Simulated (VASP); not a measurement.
## MgO: single point with PBE

The system is MgO.

```
CELL_PARAMETERS angstrom
0.00000 2.16200 2.16200
2.16200 0.00000 2.16200
2.16200 2.16200 0.00000
ATOMIC_POSITIONS crystal
Mg 0.00000 0.00000 0.00000
O 0.50000 0.50000 0.50000
```

```yaml
Program: VASP 6.6.1
Task: single point
Functional: PBE
Potentials_or_basis: VASP PAW PBE potentials, release 64 (Mg, O)
Cutoff: 600 eV
k_mesh: 7 × 7 × 7
Occupations: methfessel-paxton, width 0.3 eV
Spin: no spin polarisation
```

```json
{
  "Pressure": "-7.7 GPa",
  "Band gap on the k mesh": "4.00 eV, direct"
}
```

Levels at points of the mesh, in eV from the valence-band top:
```tsv
k point	band 2	band 3	band 4	band 5	band 6	band 7
(0.00, 0.00, 0.00)	0.00	0.00	0.00	4.00	15.35	15.35
```

It took 13 s on 1 thread of AMD EPYC 7R13, on a shared host, peak memory 0.11 GiB.

PBE gaps usually lie below the measured ones, often by a third to a half.
